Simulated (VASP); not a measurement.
Input of a VASP 6.6.1 run:

INCAR

```
SYSTEM = Sb
PREC = Accurate ; ENCUT = 520
EDIFF = 1E-7 ; ISMEAR = -1
SIGMA = 0.08 ; LREAL = .FALSE.
LASPH = .TRUE. ; NELM = 80
ALGO = Normal ; ISIF = 2
LWAVE = .FALSE. ; LCHARG = .FALSE.
NBANDS = 8
```

File KPOINTS:

```
regular mesh
0
G
  14 14 14
  0 0 0
```

POSCAR

```
Sb
1.0
   -1.4203279566      1.4203279566      1.4203279566
    1.4203279566     -1.4203279566      1.4203279566
    1.4203279566      1.4203279566     -1.4203279566
Sb
1
Direct
    0.0000000000      0.0000000000      0.0000000000
```

Potentials or basis: VASP PAW LDA potentials, release 64 (Sb).

Launch:

```bash
$ cat potpaw_LDA.64/Sb/POTCAR > POTCAR
$ mpirun -np 1 vasp_std > vasp.out
```

Problem. What does it give for the pressure?

Solution. 379.6 GPa.
